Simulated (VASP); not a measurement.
# Mn (P6_3/mmc) in VASP: a series of runs

Runs on Mn. Level: RPBE. Tasks: single point, relaxation of cell and atoms.

Program: VASP 6.6.1. These are calculated values, not measurements. Logs are shortened: lines on timing, memory, paths and dates and some standing lists are left out, and cuts for length are marked.

## (1) The cell of the first run

Symmetry: P6_3/mmc, No. 194, hexagonal system. The conventional cell has a = 2.508 Å, b = 2.508 Å, c = 8.148 Å, α = 90.00°, β = 90.00°, γ = 120.00°. Mn (site symmetry -3m) has 12 Mn at 2.50 to 2.51 Å within 3.3 Å. Within 3.3 Å of Mn (site symmetry -6m2) lie 12 Mn at 2.50 to 2.51 Å.

This isn't the form of Mn at room conditions, which is a 58-atom cubic cell.

## (2) Single point, RPBE, collinear spin, ferrimagnetic start

The input, INCAR:

```
SYSTEM = Mn
PREC     = Accurate       ! precision mode
ENCUT    = 520            ! plane-wave cutoff, eV
EDIFF    = 1E-6           ! SCF threshold, eV
ISMEAR   = -1             ! smearing method
SIGMA    = 0.05           ! smearing width, eV
LREAL    = .False.        ! projectors in reciprocal space
LASPH    = .True.         ! aspherical terms in the spheres
NELM     = 150            ! most SCF steps
ALGO     = Normal         ! electronic algorithm
ISIF     = 2              ! what is computed and relaxed
LWAVE    = .False.        ! write WAVECAR
LCHARG   = .False.        ! write CHGCAR
ISPIN    = 2              ! spin polarisation
MAGMOM   = 0.9 0.9 -0.799 -0.799 ! initial moments
LORBIT   = 11             ! projections on sites
LMAXMIX  = 4              ! l up to which the mixer works
GGA      = RP             ! functional
NBANDS   = 38             ! bands
```

The input, KPOINTS:

```
regular mesh
0
Gamma
  19 19 5
  0 0 0
```

The input, POSCAR:

```
Mn
1.0
    2.5082139521      0.0000000000      0.0000000000
   -1.2541069760      2.1721770007      0.0000000000
    0.0000000000      0.0000000000      8.1484242722
Mn
4
Direct
    1.0000000000      1.0000000000      1.0000000000
    1.0000000000      1.0000000000      0.5000000000
    0.3333333333      0.6666666667      0.2500000000
    0.6666666667      0.3333333333      0.7500000000
```

Potentials or basis: VASP PAW PBE potentials, release 64 (Mn_pv).

Started as:

```console
$ cat potpaw_PBE.64/Mn_pv/POTCAR > POTCAR
$ mpirun -np 1 vasp_std > vasp.out
```

OUTCAR:

```text
SYSTEM = Mn
   PREC = Accurate
   ENCUT = 520
   EDIFF = 1E-6
   ISMEAR = -1
   LREAL = .False.
   LASPH = .True.
   NELM = 150
   ISIF = 2
   ISPIN = 2
   LORBIT = 11
   GGA = RP

 ion  position               nearest neighbor table
   1  0.000  0.000  0.000-   3 2.50   4 2.50   4 2.50   3 2.50   4 2.50   3 2.50
   2  0.000  0.000  0.500-   3 2.50   4 2.50   4 2.50   3 2.50   4 2.50   3 2.50
   3  0.333  0.667  0.250-   1 2.50   2 2.50   1 2.50   2 2.50   1 2.50   2 2.50
   4  0.667  0.333  0.750-   1 2.50   2 2.50   1 2.50   2 2.50   1 2.50   2 2.50

  LATTYP: Found a hexagonal cell.
 ALAT       =     2.5082139521
 C/A-ratio  =     3.2486958560

  Lattice vectors:

 A1 = (   2.5082139521,   0.0000000000,   0.0000000000)
 A2 = (  -1.2541069760,   2.1721770007,   0.0000000000)
 A3 = (   0.0000000000,   0.0000000000,   8.1484242722)

Analysis of symmetry for initial positions (statically):
=====================================================================
 Subroutine PRICEL returns:
 Original cell was already a primitive cell.

 Routine SETGRP: Setting up the symmetry group for a
 hexagonal supercell.

 Subroutine GETGRP returns: Found 24 space group operations
 (whereof 12 operations were pure point group operations)
 out of a pool of 24 trial point group operations.

The static configuration has the point symmetry D_3d.
 The point group associated with its full space group is D_6h.

Analysis of symmetry for dynamics (positions and initial velocities):
=====================================================================
 Subroutine PRICEL returns:
 Original cell was already a primitive cell.

 Routine SETGRP: Setting up the symmetry group for a
 hexagonal supercell.

 Subroutine GETGRP returns: Found 24 space group operations
 (whereof 12 operations were pure point group operations)
 out of a pool of 24 trial point group operations.

The dynamic configuration has the point symmetry D_3d.
 The point group associated with its full space group is D_6h.

Analysis of structural, dynamic, and magnetic symmetry:
=====================================================================
 Subroutine PRICEL returns:
 Original cell was already a primitive cell.

 Routine SETGRP: Setting up the symmetry group for a
 hexagonal supercell.

 Subroutine GETGRP returns: Found 24 space group operations
 (whereof 12 operations were pure point group operations)
 out of a pool of 24 trial point group operations.

The overall configuration has the point symmetry D_3d.
 The point group associated with its full space group is D_6h.

 Subroutine INISYM returns: Found 24 space group operations
 (whereof 12 operations are pure point group operations),
 and found     1 'primitive' translations

----------------------------------------------------------------------------------------

                                     Primitive cell

  volume of cell :      44.3949

  direct lattice vectors                    reciprocal lattice vectors
     2.508213952  0.000000000  0.000000000     0.398690072  0.230183820  0.000000000
    -1.254106976  2.172177001  0.000000000     0.000000000  0.460367640  0.000000000
     0.000000000  0.000000000  8.148424272     0.000000000  0.000000000  0.122723114

  length of vectors
     2.508213952  2.508213952  8.148424272     0.460367640  0.460367640  0.122723114

  position of ions in fractional coordinates (direct lattice)
     0.000000000  0.000000000  0.000000000
     0.000000000  0.000000000  0.500000000
     0.333333333  0.666666667  0.250000000
     0.666666667  0.333333333  0.750000000

  ion indices of the primitive-cell ions
   primitive index   ion index
                 1           1
                 2           2
                 3           3
                 4           4

----------------------------------------------------------------------------------------

 KPOINTS: regular mesh

Automatic generation of k-mesh.
 Grid dimensions read from file:
 generate k-points for:   19   19    5

 Generating k-lattice:

  Cartesian coordinates                     Fractional coordinates (reciprocal lattice)
     0.020983688  0.012114938  0.000000000     0.052631579 -0.000000000  0.000000000
     0.000000000  0.024229876  0.000000000     0.000000000  0.052631579  0.000000000
     0.000000000  0.000000000  0.024544623     0.000000000  0.000000000  0.200000000

  Length of vectors
     0.024229876  0.024229876  0.024544623

  Shift w.r.t. Gamma in fractional coordinates (k-lattice)
     0.000000000  0.000000000  0.000000000

 Subroutine IBZKPT returns following result:
 ===========================================

 Found    120 irreducible k-points:

 Following reciprocal coordinates:
            Coordinates               Weight
  0.000000  0.000000  0.000000      1.000000
  0.052632 -0.000000  0.000000      6.000000
  0.105263 -0.000000  0.000000      6.000000
  0.157895 -0.000000  0.000000      6.000000
  0.210526  0.000000  0.000000      6.000000
  0.263158 -0.000000  0.000000      6.000000
[... 16 lines left out ...]
  0.263158  0.105263  0.000000     12.000000
  0.315789  0.105263  0.000000     12.000000
 [... further k-points ...]
   k-points           NKPTS =    120   k-points in BZ     NKDIM =    120   number of bands    NBANDS=     38
   number of dos      NEDOS =    301   number of ions     NIONS =      4
   total plane-waves  NPLWV =  25600
   dimension x,y,z NGX =    20 NGY =   20 NGZ =   64
   dimension x,y,z NGXF=    40 NGYF=   40 NGZF=  128
   ions per type =               4
   NGX,Y,Z   is equivalent  to a cutoff of  13.26, 13.26, 13.06 a.u.
   NGXF,Y,Z  is equivalent  to a cutoff of  26.51, 26.51, 26.11 a.u.
 SYSTEM =  Mn
   PREC   = accura    normal or accurate (medium, high low for compatibility)
   ISTART =      0    job   : 0-new  1-cont  2-samecut
   ICHARG =      2    charge: 1-file 2-atom 10-const
   ISPIN  =      2    spin polarized calculation?
   LNONCOLLINEAR =      F non collinear calculations
   LSORBIT =      F    spin-orbit coupling
   LASPH  =      T    aspherical Exc in radial PAW
   ENCUT  =  520.0 eV  38.22 Ry    6.18 a.u.   4.66  4.66 15.15*2*pi/ulx,y,z
   NELM   =    150;   NELMIN=  2; NELMDL= -5     # of ELM steps
   EDIFF  = 0.1E-05   stopping-criterion for ELM
   LREAL  =      F    real-space projection
   EDIFFG = 0.1E-04   stopping-criterion for IOM
   NSW    =      0    number of steps for IOM
   IBRION =     -1    ionic relax: 0-MD 1-quasi-New 2-CG
   NFREE  =      0    steps in history (QN), initial steepest desc. (CG)
   ISIF   =      2    stress and relaxation
   ISYM   =      2    0-nonsym 1-usesym 2-fastsym
   POTIM  = 0.5000    time-step for ionic-motion
   TEBEG  =    0.0;   TEEND  =   0.0 temperature during run
   PSTRESS=    0.0 pullay stress
   NELECT =      52.0000    total number of electrons
   NUPDOWN=      -1.0000    fix difference up-down
   EMIN   =  10.00;   EMAX   =-10.00  energy-range for DOS
   EFERMI =   0.00;   METHOD = LEGACY
   ISMEAR =    -1;   SIGMA  =   0.05  broadening in eV -4-tet -1-fermi 0-gaus
   EFERMI_NEDOS =   21; number of points for ismear=-14 and -15
   IALGO  =     38    algorithm
   IMIX   =      4    mixing-type and parameters
     AMIX     =   0.40;   BMIX     =  1.00
     AMIX_MAG =   1.60;   BMIX_MAG =  1.00
  volume/ion in A,a.u.               =      11.10        74.90
  Fermi-wavevector in a.u.,A,eV,Ry     =   1.725698  3.261096 40.518608  2.978034
  Thomas-Fermi vector in A             =   2.801150
   LORBIT       =     11    0 simple, 1 ext, 2 COOP (PROOUT), +10 PAW based schemes
   GGA     = RP    functional components
   LHFCALC =     F    Hartree Fock is set to
   AEXX    =    0.0000 exact exchange contribution
   IVDW    =     0    specifies the selected vdW correction
   LEPSILON=     F    determine dielectric tensor
   LRPA    =     F    only Hartree local field effects (RPA)
 spin polarized calculation
  energy-cutoff  :      520.00
  volume of cell :       44.39
 maximum number of plane-waves:      1218
 NGX is ok and might be reduce to    20
   NGX =  9   NGY =  9   NGZ = 31

 number of electron      52.0000008 magnetization       0.1462748

 Free energy of the ion-electron system (eV)
  ---------------------------------------------------
  ext. energy  EPLUGINS =         0.00000000
  ---------------------------------------------------
  free energy    TOTEN  =       -33.63081830 eV

  energy without entropy =      -33.59316140  energy(sigma->0) =      -33.61198985

 E-fermi :  10.1545     XC(G=0): -13.6903

 val. band max:       10.1521167566   @ k =   0.2105   0.0526   0.0000
 cond. band min:      10.1546059999   @ k =   0.1579   0.1579   0.2000
 fundamental gap:      0.0024892433
 Fermi energy:        10.1545297272

 spin component 1

 k-point     1 :       0.0000    0.0000    0.0000
  band No.  band energies     occupation
      1     -38.4797      1.00000
      2     -38.3864      1.00000
      3     -38.0254      1.00000
      4     -38.0254      1.00000
      5     -38.0232      1.00000
      6     -38.0232      1.00000
[... 30 lines left out ...]
     37      18.9817      0.00000
     38      26.2838      0.00000

 k-point     2 :       0.0526   -0.0000    0.0000
  band No.  band energies     occupation
      1     -38.4755      1.00000
      2     -38.3852      1.00000
      3     -38.0393      1.00000
      4     -38.0385      1.00000
      5     -38.0287      1.00000
      6     -38.0265      1.00000
[... 30 lines left out ...]
     37      18.9810      0.00000
     38      26.3443      0.00000
[... 859 lines left out ...]
     37      19.1576      0.00000
     38      22.0913      0.00000

 k-point    24 :       0.3158    0.1053    0.0000
  band No.  band energies     occupation
      1     -38.4608      1.00000
      2     -38.4408      1.00000
      3     -38.3547      1.00000
      4     -38.3408      1.00000
      5     -38.1574      1.00000
      6     -38.1536      1.00000
[... 30 lines left out ...]
     37      19.1725      0.00000
     38      21.0251      0.00000

 [... further k-points ...]

 spin component 2

 k-point     1 :       0.0000    0.0000    0.0000
  band No.  band energies     occupation
      1     -38.4901      1.00000
      2     -38.4032      1.00000
      3     -37.9848      1.00000
      4     -37.9848      1.00000
      5     -37.9828      1.00000
      6     -37.9828      1.00000
[... 30 lines left out ...]
     37      18.9874      0.00000
     38      26.2211      0.00000

 k-point     2 :       0.0526   -0.0000    0.0000
  band No.  band energies     occupation
      1     -38.4861      1.00000
      2     -38.4020      1.00000
      3     -37.9988      1.00000
      4     -37.9979      1.00000
      5     -37.9882      1.00000
      6     -37.9860      1.00000
[... 30 lines left out ...]
     37      18.9869      0.00000
     38      26.2877      0.00000
[... 859 lines left out ...]
     37      19.1725      0.00000
     38      22.0803      0.00000

 k-point    24 :       0.3158    0.1053    0.0000
  band No.  band energies     occupation
      1     -38.4204      1.00000
      2     -38.3963      1.00000
      3     -38.3765      1.00000
      4     -38.3508      1.00000
      5     -38.1162      1.00000
      6     -38.1134      1.00000
[... 30 lines left out ...]
     37      19.2236      0.00000
     38      20.9876      0.00000

 [... further k-points ...]

------------------------ aborting loop because EDIFF is reached ----------------------------------------

  FORCE on cell =-STRESS in cart. coord.  units (eV):
  Direction    XX          YY          ZZ          XY          YZ          ZX
  --------------------------------------------------------------------------------------
  -------------------------------------------------------------------------------------
  Total        0.2442761      0.2442761      0.2093744      0.0000000      0.0000000      0.0000000
  in kB        8.8157259      8.8157259      7.5561536      0.0000000      0.0000000      0.0000000
  external PRESSURE =       8.3958685 kB  Pullay stress =       0.0000000 kB

 VOLUME and BASIS-vectors are now :
 -----------------------------------------------------------------------------
  energy-cutoff  :      520.00
  volume of cell :       44.39
      direct lattice vectors                 reciprocal lattice vectors
     2.508213952  0.000000000  0.000000000     0.398690072  0.230183820  0.000000000
    -1.254106976  2.172177001  0.000000000     0.000000000  0.460367640  0.000000000
     0.000000000  0.000000000  8.148424272     0.000000000  0.000000000  0.122723114

 POSITION                                       TOTAL-FORCE (eV/Angst)
 -----------------------------------------------------------------------------------
      0.00000      0.00000      0.00000         0.000000      0.000000      0.000000
      0.00000      0.00000      4.07421         0.000000      0.000000      0.000000
     -0.00000      1.44812      2.03711        -0.000000     -0.000000      0.000000
      1.25411      0.72406      6.11132        -0.000000      0.000000     -0.000000
 -----------------------------------------------------------------------------------
    total drift:                                0.000000     -0.000000      0.000000

  FREE ENERGIE OF THE ION-ELECTRON SYSTEM (eV)
  ---------------------------------------------------
  free  energy   TOTEN  =       -33.6308183021 eV

  energy  without entropy=      -33.5931614007  energy(sigma->0) =      -33.61198985

 total charge

# of ion       s       p       d       tot
------------------------------------------
    1        0.414   6.377   5.128  11.919
    2        0.414   6.377   5.128  11.919
    3        0.414   6.378   5.120  11.912
    4        0.414   6.378   5.120  11.912
--------------------------------------------------
tot          1.656  25.510  20.496  47.662

 magnetization (x)

# of ion       s       p       d       tot
------------------------------------------
    1        0.007   0.012   0.971   0.991
    2        0.007   0.012   0.971   0.991
    3       -0.006  -0.015  -0.897  -0.918
    4       -0.006  -0.015  -0.897  -0.918
--------------------------------------------------
tot          0.002  -0.006   0.149   0.145
```

Wall time 6.4 min (1 thread of Intel Xeon Platinum 8124M at 3.00GHz (Skylake/Cascade Lake), shared host); peak memory 0.37 GiB.

Results:

```yaml
Free_energy: -33.6308 eV
Pressure: 0.8 GPa
Net_moment: 0.15 μB per cell
Site_moments: Mn +0.99, -0.92 (each value once) μB
Valence_electrons_inside_the_program's_atomic_spheres: Mn 11.92, 11.91 (each value once)
```

Stress tensor (GPa, compression positive):
```
0.88 0.00 0.00
0.00 0.88 0.00
0.00 0.00 0.76
```

Caveat: the PAW data sets were made with another functional, which shifts forces and pressure a little.

(Continued in part 2 of 2.)
